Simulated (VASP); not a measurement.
# SiC (F-43m) in VASP: notebook, part 2 of 2

VASP 6.6.1. Earlier steps stand in the parts before.

### Step 4. Single point, PBE

This run uses another cell than the first one, of 9.52 Å³/atom, 0.852 times its volume.

INCAR

```
SYSTEM = SiC
ALGO = Normal
EDIFF = 1E-6
ENCUT = 600
GGA = PE
GGA_COMPAT = .False.
ISIF = 2
ISMEAR = 0
LASPH = .True.
LCHARG = .False.
LREAL = .False.
LWAVE = .False.
NBANDS = 11
NELM = 120
PREC = Accurate
SIGMA = 0.01
```

KPOINTS

```
k-points
0
Gamma
  6 6 6
  0 0 0
```

POSCAR

```
SiC
1.0
    0.0000000000      2.1192710523      2.1192710523
    2.1192710523      0.0000000000      2.1192710523
    2.1192710523      2.1192710523      0.0000000000
Si C
1 1
Direct
    0.0000000000      0.0000000000      0.0000000000
    0.2500000000      0.2500000000      0.2500000000
```

Launch:

```
cat potpaw_PBE.64/Si/POTCAR potpaw_PBE.64/C/POTCAR > POTCAR
mpirun -np 1 vasp_std > vasp.out
```

It took 5.5 s on 1 thread of Intel Xeon 8259CL, shared host; peak memory 0.13 GiB.

The run converged. Its results:

```
Free energy            : -14.9084 eV
Pressure               : 25.1 GPa
Band gap on the k mesh : 1.27 eV, indirect (least direct gap 4.62 eV)
```

Levels at points of the mesh, in eV from the valence-band top:
| k point | band 1 | band 2 | band 3 | band 4 | band 5 | band 6 | band 7 | band 8 |
| --- | --- | --- | --- | --- | --- | --- | --- | --- |
| (0.00, 0.00, 0.00) | -16.08 | 0.00 | 0.00 | 0.00 | 7.22 | 7.91 | 7.91 | 7.91 |
| (0.50, 0.00, 0.00) | -12.19 | -9.01 | -1.07 | -1.07 | 6.20 | 7.57 | 7.57 | 10.52 |
| (0.50, 0.50, 0.00) | -10.65 | -8.07 | -3.35 | -3.35 | 1.27 | 4.62 | 15.02 | 15.02 |

Caveat: the k points lie up to 0.43 Å⁻¹ apart. A k mesh can miss the band edges.

### Step 5. Single point, PBE

This run uses another cell than the first one, of 10.76 Å³/atom, 0.963 times its volume.

INCAR

```
ALGO = Normal ; EDIFF = 1E-6
ENCUT = 600 ; GGA = PE
GGA_COMPAT = False ; ISIF = 2
ISMEAR = 0 ; LASPH = True
LCHARG = False ; LREAL = False
LWAVE = False ; NBANDS = 11
NELM = 120 ; PREC = Accurate
SIGMA = 0.01
```

KPOINTS

```
k-points
0
Gamma
  6 6 6
```

POSCAR

```
SiC
1.0
    0.0000000000      2.2076743409      2.2076743409
    2.2076743409      0.0000000000      2.2076743409
    2.2076743409      2.2076743409      0.0000000000
Si C
1 1
Direct
    0.0000000000      0.0000000000      0.0000000000
    0.2500000000      0.2500000000      0.2500000000
```

Potentials or basis: VASP PAW PBE potentials, release 64 (Si, C).

Launch:

```
cat potpaw_PBE.64/Si/POTCAR potpaw_PBE.64/C/POTCAR > POTCAR
mpirun -np 1 vasp_std > vasp.out
```

OUTCAR:

```text
EDIFF = 1E-6
   ENCUT = 600
   GGA = PE
   ISIF = 2
   ISMEAR = 0
   LASPH = True
   LREAL = False
   NELM = 120
   PREC = Accurate

 ion  position               nearest neighbor table
   1  0.000  0.000  0.000-   2 1.91   2 1.91   2 1.91   2 1.91
   2  0.250  0.250  0.250-   1 1.91   1 1.91   1 1.91   1 1.91

  LATTYP: Found a face centered cubic cell.
 ALAT       =     4.4153486818

  Lattice vectors:

 A1 = (   0.0000000000,   2.2076743409,   2.2076743409)
 A2 = (   2.2076743409,   0.0000000000,   2.2076743409)
 A3 = (   2.2076743409,   2.2076743409,   0.0000000000)

Analysis of symmetry for initial positions (statically):
=====================================================================
 Subroutine PRICEL returns:
 Original cell was already a primitive cell.

 Routine SETGRP: Setting up the symmetry group for a
 face centered cubic supercell.

 Subroutine GETGRP returns: Found 24 space group operations
 (whereof 24 operations were pure point group operations)
 out of a pool of 48 trial point group operations.

The static configuration has the point symmetry T_d .

Analysis of symmetry for dynamics (positions and initial velocities):
=====================================================================
 Subroutine PRICEL returns:
 Original cell was already a primitive cell.

 Routine SETGRP: Setting up the symmetry group for a
 face centered cubic supercell.

 Subroutine GETGRP returns: Found 24 space group operations
 (whereof 24 operations were pure point group operations)
 out of a pool of 48 trial point group operations.

The dynamic configuration has the point symmetry T_d .

 Subroutine INISYM returns: Found 24 space group operations
 (whereof 24 operations are pure point group operations),
 and found     1 'primitive' translations

----------------------------------------------------------------------------------------

                                     Primitive cell

[... 108 lines left out ...]
   AEXX    =    0.0000 exact exchange contribution
   IVDW    =     0    specifies the selected vdW correction
   LEPSILON=     F    determine dielectric tensor
   LRPA    =     F    only Hartree local field effects (RPA)
 non-spin polarized calculation
 Gauss-broadening in eV      SIGMA  =   0.01
  energy-cutoff  :      600.00
  volume of cell :       21.52
 maximum number of plane-waves:       745
 NGX is ok and might be reduce to    28
   NGX = 13   NGY = 13   NGZ = 13

 number of electron       8.0000000 magnetization

 Free energy of the ion-electron system (eV)
  ---------------------------------------------------
  ext. energy  EPLUGINS =         0.00000000
  ---------------------------------------------------
  free energy    TOTEN  =       -15.04356627 eV

  energy without entropy =      -15.04356627  energy(sigma->0) =      -15.04356627

 E-fermi :   7.7356     XC(G=0): -11.1836

 val. band max:        7.6796543133   @ k =   0.0000   0.0000   0.0000
 cond. band min:       9.0662502080   @ k =   0.5000   0.5000   0.0000
 fundamental gap:      1.3865958948
 Fermi energy:         7.7356223203

 k-point     1 :       0.0000    0.0000    0.0000
  band No.  band energies     occupation
      1      -7.4223      2.00000
      2       7.6797      2.00000
      3       7.6797      2.00000
      4       7.6797      2.00000
      5      13.4537      0.00000
      6      14.7140      0.00000
      7      14.7140      0.00000
      8      14.7140      0.00000
      9      21.9540      0.00000
     10      21.9540      0.00000
     11      23.5550      0.00000
[... 197 lines left out ...]
 k-point    16 :      -0.3333    0.5000    0.1667
  band No.  band energies     occupation
      1      -2.4300      2.00000
      2       0.4739      2.00000
      3       3.3117      2.00000
      4       3.4309      2.00000
      5      11.6280      0.00000
      6      14.5416      0.00000
      7      18.1678      0.00000
      8      19.4991      0.00000
      9      21.3955      0.00000
     10      25.0001      0.00000
     11      28.1318      0.00000

------------------------ aborting loop because EDIFF is reached ----------------------------------------

  FORCE on cell =-STRESS in cart. coord.  units (eV):
  Direction    XX          YY          ZZ          XY          YZ          ZX
  --------------------------------------------------------------------------------------
  -------------------------------------------------------------------------------------
  Total       -0.6799500     -0.6799500     -0.6799500      0.0000000      0.0000000     -0.0000000
  in kB      -50.6235426    -50.6235426    -50.6235426      0.0000000      0.0000000     -0.0000000
  external PRESSURE =     -50.6235426 kB  Pullay stress =       0.0000000 kB

 VOLUME and BASIS-vectors are now :
 -----------------------------------------------------------------------------
  energy-cutoff  :      600.00
  volume of cell :       21.52
      direct lattice vectors                 reciprocal lattice vectors
     0.000000000  2.207674341  2.207674341    -0.226482679  0.226482679  0.226482679
     2.207674341  0.000000000  2.207674341     0.226482679 -0.226482679  0.226482679
     2.207674341  2.207674341  0.000000000     0.226482679  0.226482679 -0.226482679

 POSITION                                       TOTAL-FORCE (eV/Angst)
 -----------------------------------------------------------------------------------
      0.00000      0.00000      0.00000        -0.000000     -0.000000     -0.000000
      1.10384      1.10384      1.10384         0.000000      0.000000      0.000000
 -----------------------------------------------------------------------------------
    total drift:                               -0.000000     -0.000000     -0.000000

  FREE ENERGIE OF THE ION-ELECTRON SYSTEM (eV)
  ---------------------------------------------------
  free  energy   TOTEN  =       -15.0435662723 eV

  energy  without entropy=      -15.0435662723  energy(sigma->0) =      -15.04356627
```

Wall time 7 s (1 thread of Intel Xeon 8259CL, shared host); peak memory 0.15 GiB.

What came out:

```yaml
Free_energy: -15.0436 eV
Pressure: -5.1 GPa
Band_gap_on_the_k_mesh: 1.39 eV, indirect (least direct gap 4.50 eV)
```

Levels at points of the mesh, in eV from the valence-band top:
| k point | band 1 | band 2 | band 3 | band 4 | band 5 | band 6 | band 7 | band 8 | band 9 |
| --- | --- | --- | --- | --- | --- | --- | --- | --- | --- |
| (0.00, 0.00, 0.00) | -15.10 | 0.00 | 0.00 | 0.00 | 5.77 | 7.03 | 7.03 | 7.03 | 14.27 |
| (0.50, 0.00, 0.00) | -11.68 | -8.33 | -1.04 | -1.04 | 5.08 | 7.06 | 7.06 | 9.83 | 15.73 |
| (0.50, 0.50, 0.00) | -10.27 | -7.68 | -3.11 | -3.11 | 1.39 | 4.18 | 13.58 | 13.58 | 14.27 |

A k mesh can miss the band edges.

### Step 6. Single point, PBE

This run uses another cell than the first one, of 10.76 Å³/atom, 0.963 times its volume.

INCAR

```
SYSTEM = SiC
  PREC = Accurate
  ENCUT = 600
  EDIFF = 1E-6
  ISMEAR = 0
  SIGMA = 0.01
  LREAL = .FALSE.
  LASPH = .TRUE.
  NELM = 120
  ALGO = Normal
  ISIF = 2
  LWAVE = .FALSE.
  LCHARG = .FALSE.
  GGA = PE
  NBANDS = 11
  GGA_COMPAT = .FALSE.
```

KPOINTS

```
Automatic mesh
0
G
  3 3 3
  0 0 0
```

POSCAR is that of step 5.

Potentials or basis: VASP PAW PBE potentials, release 64 (Si, C).

Launch:

```
cat potpaw_PBE.64/Si/POTCAR potpaw_PBE.64/C/POTCAR > POTCAR
mpirun -np 1 vasp_std > vasp.out
```

Wall time 4.5 s (1 thread of Intel Xeon 8259CL, shared host); peak memory 0.14 GiB.

Results (log left out):

| Property | Result |
| --- | --- |
| Free energy | -14.5586 eV |
| Pressure | -3.7 GPa |
| Band gap on the k mesh | 2.47 eV, indirect (least direct gap 5.06 eV) |

Levels at points of the mesh, in eV from the valence-band top:
```
           k point  band 1  band 2  band 3  band 4  band 5  band 6  band 7  band 8  band 9
(0.00, 0.00, 0.00)  -15.17    0.00    0.00    0.00    5.75    6.90    6.90    6.90   14.14
```

Caveat: the k points lie up to 0.82 Å⁻¹ apart. A k mesh can miss the band edges.

### Step 7. Summary

```tsv
cell	k mesh	gap on the mesh (eV)	pressure (GPa)
a = 3.162 Å, angles 60.0°, 2 atoms	4 × 4 × 4	1.38	-11.5
a = 2.997 Å, angles 60.0°, 2 atoms	6 × 6 × 6	1.27	25.1
a = 3.122 Å, angles 60.0°, 2 atoms	6 × 6 × 6	1.39	-5.1
a = 3.122 Å, angles 60.0°, 2 atoms	3 × 3 × 3	2.47	-3.7
```

Alike in all rows: task single point; level PBE; potentials or basis VASP PAW PBE potentials, release 64 (Si, C); no spin polarisation; cutoff (eV) 600; smearing gaussian 0.01 eV.

Caveats: some runs use coarse meshes.

Absolute energies hang on the potentials; compare differences alone.
